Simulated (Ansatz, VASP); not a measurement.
## Two plane-wave programs on TiSb2N3

File INCAR:

```
PREC = Accurate ; ENCUT = 520
EDIFF = 1E-6 ; ISMEAR = 0
SIGMA = 0.1 ; LREAL = False
LASPH = True ; NELM = 80
ALGO = Normal ; ISIF = 2
LWAVE = False ; LCHARG = False
GGA = PS ; NBANDS = 28
```

The input KPOINTS:

```
regular mesh
0
Gamma
  6 6 6
```

The input POSCAR:

```
TiSb2N3
1.0
    2.9203076394      1.6860404017      2.9167071419
   -2.9203076394      1.6860404017      2.9167071419
    0.0000000000     -3.3720808034      2.9167071419
Ti Sb N
1 2 3
Direct
    0.0000000000      0.0000000000      0.0000000000
    0.6847503301      0.6847503301      0.6847503301
    0.3152496699      0.3152496699      0.3152496699
    0.0000000000      0.0000000000      0.5000000000
    0.5000000000      0.0000000000      0.0000000000
    0.0000000000      0.5000000000      0.0000000000
```

Input for Ansatz:

```yaml
crystal:
  lattice:
    - [2.9203076394, 1.6860404017, 2.9167071419]
    - [-2.9203076394, 1.6860404017, 2.9167071419]
    - [0.0, -3.3720808034, 2.9167071419]
  atoms:
    - { symbol: Ti, position: [0.0, 0.0, 0.0] }
    - { symbol: Sb, position: [0.6847503301, 0.6847503301, 0.6847503301] }
    - { symbol: Sb, position: [0.3152496699, 0.3152496699, 0.3152496699] }
    - { symbol: "N", position: [0.0, 0.0, 0.5] }
    - { symbol: "N", position: [0.5, 0.0, 0.0] }
    - { symbol: "N", position: [0.0, 0.5, 0.0] }
basis:
  ecutwfc: 420
kpoints:
  mp_grid: { grid: [6, 6, 6] }
  band_path:
    path:
      - [[0.0, 0.0, 0.0], [0.5, 0.5, 0.5], [0.61056213, 0.38943787, 0.5]]
      - [[0.5, -0.38943787, 0.38943787], [0.5, 0.0, 0.0], [0.0, 0.0, 0.0], [0.44471893, -0.44471893, 0.0]]
      - [[0.55528107, 0.0, 0.44471893], [0.5, 0.0, 0.5], [0.0, 0.0, 0.0]]
    npoints: 14
hamiltonian:
  xc: pbesol
scf:
  occupations: { method: gaussian, width: 0.1 }
  n_extra_bands: 15
output:
  forces: true
  stress: true
  eigenvalues: true
  populations: true
  dos: { projected: true, de: 0.02, nscf_kmesh: { grid: [8, 8, 8] } }
  bader: true
  write_density: true
  write_potential: true
  elf: true
  volumetric_format: npy
```

Alike in both runs: task single point; functional PBEsol; k mesh 6 × 6 × 6; occupations gaussian, width 0.1 eV; no spin polarisation.

|  | VASP | Ansatz |
| --- | --- | --- |
| version | VASP 6.6.1 | Ansatz 0.2.0 |
| potentials or method | VASP PAW PBE potentials, release 64 (Ti_sv, Sb, N), cutoff 520 eV | scalar-relativistic, plane waves, PAW |
| valence electrons in the cell | 37 | 57 |

VASP gave:

| Property | Result |
| --- | --- |
| gap on the k mesh at the Fermi level (eV) | none |
| pressure (GPa) | -4.8 |
| traceless stress, the component that is largest in VASP (GPa) | -0.29 |
| rms of the force components (eV/Å) | 0.028 |

Which values does Ansatz return?

gap on the k mesh at the Fermi level (eV): none; pressure (GPa): -5.2; traceless stress, the component that is largest in VASP (GPa): -0.38; rms of the force components (eV/Å): 0.062.

VASP's potentials were made for PBE, not for PBEsol. Atom by atom the forces differ by 0.034 eV/Å (rms over components). A gap of «none» marks a metal or a gap that the smearing closes. The functional is the same, so the differences come from potentials, cutoffs and numerics. VASP's potentials hold 37 valence electrons a cell and Ansatz's 57, so a difference there can come from the potentials and not from the codes.

Neither program's run includes spin-orbit coupling.
